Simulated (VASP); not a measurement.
Here is a VASP 6.6.1 calculation.

File INCAR:

```
ALGO = Fast ; EDIFF = 1E-7
ENCUT = 520 ; GGA = PS
ISIF = 2 ; ISMEAR = 0
LASPH = T ; LCHARG = F
LREAL = F ; LWAVE = F
NBANDS = 10 ; NELM = 100
PREC = Accurate ; SIGMA = 0.15
```

KPOINTS

```
k-points
0
Gamma
  24 24 14
```

File POSCAR:

```
Al
1.0
    2.7788184262      0.0000000000      0.0000000000
   -1.3894092131      2.4065273496      0.0000000000
    0.0000000000      0.0000000000      4.8691820937
Al
2
Direct
    0.6666666667      0.3333333333      0.7500000000
    0.3333333333      0.6666666667      0.2500000000
```

Potentials or basis: VASP PAW PBE potentials, release 64 (Al).

Run with:

```bash
$ cat potpaw_PBE.64/Al/POTCAR > POTCAR
$ mpirun -np 1 vasp_std > vasp.out
```

Estimate the pressure.

0.7 GPa.

Predict the band gap on the k mesh.

zero (bands 3 and 4 overlap by 6.69 eV).

Stress tensor (GPa, compression positive):
```
 2.21  0.00  0.00
 0.00  2.21  0.00
 0.00  0.00 -2.33
```

Caveat: the cell differs from its parent crystal (strain -0.025 along x and y, +0.050 along z); the PAW data sets were made with another functional, which shifts forces and pressure a little.
